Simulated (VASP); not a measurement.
# Cu (Fm-3m) in VASP: relaxation of volume and atoms at fixed shape with LDA

Aim: the relaxation of volume and atoms at fixed shape of Cu with LDA.

All numbers are computed with VASP 6.6.1; they aren't measurements. Logs are shortened: lines on timing, memory, paths and dates and some standing lists are left out, and cuts for length are marked.

## Step 1: The cell of the first run

The structure is cubic, space group Fm-3m (No. 225). The conventional cell has a = 3.615 Å, b = 3.615 Å, c = 3.615 Å, α = 90.00°, β = 90.00°, γ = 90.00°. Within 3.4 Å of Cu (site symmetry m-3m) lie 12 Cu at 2.56 Å.

## Step 2: Relaxation of volume and atoms at fixed shape, LDA

INCAR reads:

```
PREC = Accurate
ENCUT = 820
EDIFF = 1E-7
ISMEAR = -1
SIGMA = 0.05
LREAL = F
LASPH = T
NELM = 120
ALGO = Normal
ISIF = 8
LWAVE = F
LCHARG = F
GGA = CA
IBRION = 2
NSW = 60
EDIFFG = -0.01
GGA_COMPAT = F
NELMIN = 4
```

KPOINTS reads:

```
Automatic mesh
0
Gamma
  11 11 11
```

POSCAR reads:

```
Cu
1.0
    0.0000000000      1.8075000000      1.8075000000
    1.8075000000      0.0000000000      1.8075000000
    1.8075000000      1.8075000000      0.0000000000
Cu
1
Direct
    0.0000000000      0.0000000000      0.0000000000
```

Potentials or basis: VASP PAW LDA potentials, release 64 (Cu_sv_GW).

Launch:

```console
> cat potpaw_LDA.64/Cu_sv_GW/POTCAR > POTCAR
> mpirun -np 1 vasp_std > vasp.out
```

OUTCAR:

```text
PREC = Accurate
   ENCUT = 820
   EDIFF = 1E-7
   ISMEAR = -1
   LREAL = F
   LASPH = T
   NELM = 120
   ISIF = 8
   GGA = CA
   IBRION = 2
   NSW = 60
   EDIFFG = -0.01
   NELMIN = 4

 ion  position               nearest neighbor table
   1  0.000  0.000  0.000-

  LATTYP: Found a face centered cubic cell.
 ALAT       =     3.6150000000

  Lattice vectors:

 A1 = (   0.0000000000,   1.8075000000,   1.8075000000)
 A2 = (   1.8075000000,   0.0000000000,   1.8075000000)
 A3 = (   1.8075000000,   1.8075000000,   0.0000000000)

Analysis of symmetry for initial positions (statically):
=====================================================================
 Subroutine PRICEL returns:
 Original cell was already a primitive cell.

 Routine SETGRP: Setting up the symmetry group for a
 face centered cubic supercell.

 Subroutine GETGRP returns: Found 48 space group operations
 (whereof 48 operations were pure point group operations)
 out of a pool of 48 trial point group operations.

The static configuration has the point symmetry O_h .

Analysis of symmetry for dynamics (positions and initial velocities):
=====================================================================
 Subroutine PRICEL returns:
 Original cell was already a primitive cell.

 Routine SETGRP: Setting up the symmetry group for a
 face centered cubic supercell.

 Subroutine GETGRP returns: Found 48 space group operations
 (whereof 48 operations were pure point group operations)
 out of a pool of 48 trial point group operations.

The dynamic configuration has the point symmetry O_h .

 Subroutine INISYM returns: Found 48 space group operations
 (whereof 48 operations are pure point group operations),
 and found     1 'primitive' translations

----------------------------------------------------------------------------------------

                                     Primitive cell

  volume of cell :      11.8104

  direct lattice vectors                    reciprocal lattice vectors
     0.000000000  1.807500000  1.807500000    -0.276625173  0.276625173  0.276625173
     1.807500000  0.000000000  1.807500000     0.276625173 -0.276625173  0.276625173
     1.807500000  1.807500000  0.000000000     0.276625173  0.276625173 -0.276625173

  length of vectors
     2.556191014  2.556191014  2.556191014     0.479128854  0.479128854  0.479128854

  position of ions in fractional coordinates (direct lattice)
     0.000000000  0.000000000  0.000000000
[... 96 lines left out ...]
     AMIX_MAG =   1.60;   BMIX_MAG =  1.00
  volume/ion in A,a.u.               =      11.81        79.70
  Fermi-wavevector in a.u.,A,eV,Ry     =   1.918246  3.624960 50.064940  3.679669
  Thomas-Fermi vector in A             =   2.953290
   LORBIT       =      0    0 simple, 1 ext, 2 COOP (PROOUT), +10 PAW based schemes
   GGA     = CA    functional components
   LHFCALC =     F    Hartree Fock is set to
   AEXX    =    0.0000 exact exchange contribution
   IVDW    =     0    specifies the selected vdW correction
   LEPSILON=     F    determine dielectric tensor
   LRPA    =     F    only Hartree local field effects (RPA)
 conjugate gradient relaxation of ions
 non-spin polarized calculation
  energy-cutoff  :      820.00
  volume of cell :       11.81
 maximum number of plane-waves:       641
   NGX = 11   NGY = 11   NGZ = 11

--------------------------------------- Ionic step        1  -------------------------------------------

 number of electron      19.0000008 magnetization

 Free energy of the ion-electron system (eV)
  ---------------------------------------------------
  ext. energy  EPLUGINS =         0.00000000
  ---------------------------------------------------
  free energy    TOTEN  =        -4.83105310 eV

  energy without entropy =       -4.82949657  energy(sigma->0) =       -4.83027483

------------------------ aborting loop because EDIFF is reached ----------------------------------------

  FORCE on cell =-STRESS in cart. coord.  units (eV):
  Direction    XX          YY          ZZ          XY          YZ          ZX
  --------------------------------------------------------------------------------------
  -------------------------------------------------------------------------------------
  Total       -1.0078167     -1.0078167     -1.0078167      0.0000000      0.0000000      0.0000000
  in kB     -136.7184750   -136.7184750   -136.7184750      0.0000000      0.0000000      0.0000000
  external PRESSURE =    -136.7184750 kB  Pullay stress =       0.0000000 kB
[... 57 lines left out ...]
--------------------------------------- Ionic step        3  -------------------------------------------

 number of electron      18.9999999 magnetization

 Free energy of the ion-electron system (eV)
  ---------------------------------------------------
  ext. energy  EPLUGINS =         0.00000000
  ---------------------------------------------------
  free energy    TOTEN  =        -4.87461890 eV

  energy without entropy =       -4.87305018  energy(sigma->0) =       -4.87383454

 E-fermi :   8.3180     XC(G=0): -14.3651

 val. band max:        8.2194235997   @ k =   0.4545   0.2727   0.0000
 cond. band min:       8.4033857149   @ k =   0.4545   0.3636   0.0000
 fundamental gap:      0.1839621153
 Fermi energy:         8.3180289039

 k-point     1 :       0.0000    0.0000    0.0000
  band No.  band energies     occupation
      1    -103.4656      2.00000
      2     -61.3386      2.00000
      3     -61.3386      2.00000
      4     -61.3386      2.00000
      5      -1.8023      2.00000
      6       4.9297      2.00000
      7       4.9297      2.00000
      8       4.9297      2.00000
      9       5.8934      2.00000
     10       5.8934      2.00000
     11      31.6012      0.00000
     12      34.6977      0.00000
     13      34.6977      0.00000
[... 354 lines left out ...]
  band No.  band energies     occupation
      1    -103.4511      2.00000
      2     -61.4227      2.00000
      3     -61.3753      2.00000
      4     -61.3505      2.00000
      5       1.2764      2.00000
      6       4.3944      2.00000
      7       4.9970      2.00000
      8       5.4974      2.00000
      9       5.5190      2.00000
     10       6.6156      2.00000
     11      22.2922      0.00000
     12      23.0899      0.00000
     13      33.3891      0.00000

 [... further k-points ...]

------------------------ aborting loop because EDIFF is reached ----------------------------------------

  FORCE on cell =-STRESS in cart. coord.  units (eV):
  Direction    XX          YY          ZZ          XY          YZ          ZX
  --------------------------------------------------------------------------------------
  -------------------------------------------------------------------------------------
  Total       -0.0092613     -0.0092613     -0.0092613     -0.0000000     -0.0000000      0.0000000
  in kB       -1.3639723     -1.3639723     -1.3639723     -0.0000000     -0.0000000      0.0000000
  external PRESSURE =      -1.3639723 kB  Pullay stress =       0.0000000 kB
[... 16 lines left out ...]
  FREE ENERGIE OF THE ION-ELECTRON SYSTEM (eV)
  ---------------------------------------------------
  free  energy   TOTEN  =        -4.8746189000 eV

  energy  without entropy=       -4.8730501776  energy(sigma->0) =       -4.87383454

 reached required accuracy - stopping structural energy minimisation
```

OSZICAR:

```text
N       E                     dE             d eps       ncg     rms          rms(c)
DAV:   1     0.300970651480E+03    0.30097E+03   -0.15234E+04  1746   0.619E+03
DAV:   2     0.101083597860E+02   -0.29086E+03   -0.27674E+03  2090   0.115E+03
DAV:   3    -0.550281364723E+01   -0.15611E+02   -0.15277E+02  2296   0.308E+02
[... 28 lines left out ...]
DAV:   6    -0.487462492907E+01    0.20243E-02   -0.20166E-03  2480   0.245E+00    0.199E-02
DAV:   7    -0.487464201490E+01   -0.17086E-04   -0.43705E-05  2406   0.188E-01    0.326E-02
DAV:   8    -0.487461959967E+01    0.22415E-04   -0.14814E-05  2424   0.178E-01    0.541E-03
DAV:   9    -0.487461890097E+01    0.69870E-06   -0.45304E-07  1617   0.289E-02    0.678E-04
DAV:  10    -0.487461890003E+01    0.93860E-09   -0.18658E-07  1278   0.847E-03
   3 F= -.48746189E+01 E0= -.48738345E+01  d E =-.435658E-01
```

CONTCAR:

```text
Cu
   1.00000000000000
     0.0000000000000000    1.7586631421197647    1.7586631421197647
     1.7586631421197647    0.0000000000000000    1.7586631421197647
     1.7586631421197647    1.7586631421197647    0.0000000000000000
  Cu
     1
Direct
     0.0000000000000000    0.0000000000000000    0.0000000000000000

  0.00000000E+00  0.00000000E+00  0.00000000E+00
```

It took 29 s on 1 thread of AMD EPYC 9R45 (Zen 5), shared host; peak memory 0.13 GiB.

Results:

```yaml
Free_energy: -4.8746 eV
Relaxed_volume: 10.88 Å³/atom
Relaxed_cell: a = 2.487 Å, b = 2.487 Å, c = 2.487 Å, α = 60.00°, β = 60.00°, γ = 60.00°
Space_group_after_relaxing_to_0.1_Å: Fm-3m (No. 225)
Energy_gained_by_relaxing: 43.6 meV/atom
Ionic_steps: 3
Pressure_after_relaxing: -0.1 GPa
Band_gap_on_the_k_mesh: zero (an odd number of electrons rules out a gap without spin polarisation)
```

The path:
| step | energy change (eV) | largest force (eV/Å) | pressure (GPa) | volume (Å³) |
| --- | --- | --- | --- | --- |
| 1 | 0.0000 | 0.0000 | -13.67 | 11.81 |
| 2 | -0.0115 | 0.0000 | 15.52 | 10.17 |
| 3 | -0.0436 | 0.0000 | -0.14 | 10.88 |

Final structure:
```xyz
1
Lattice="0.0000 1.7587 1.7587 1.7587 0.0000 1.7587 1.7587 1.7587 0.0000" Properties=species:S:1:pos:R:3 pbc="T T T"
Cu    0.0000    0.0000    0.0000
```

LDA usually gives volumes a few per cent too small. Zero-point motion and thermal expansion aren't in these numbers.

The gap in the log of VASP goes by the Fermi energy; the results here count the filled bands.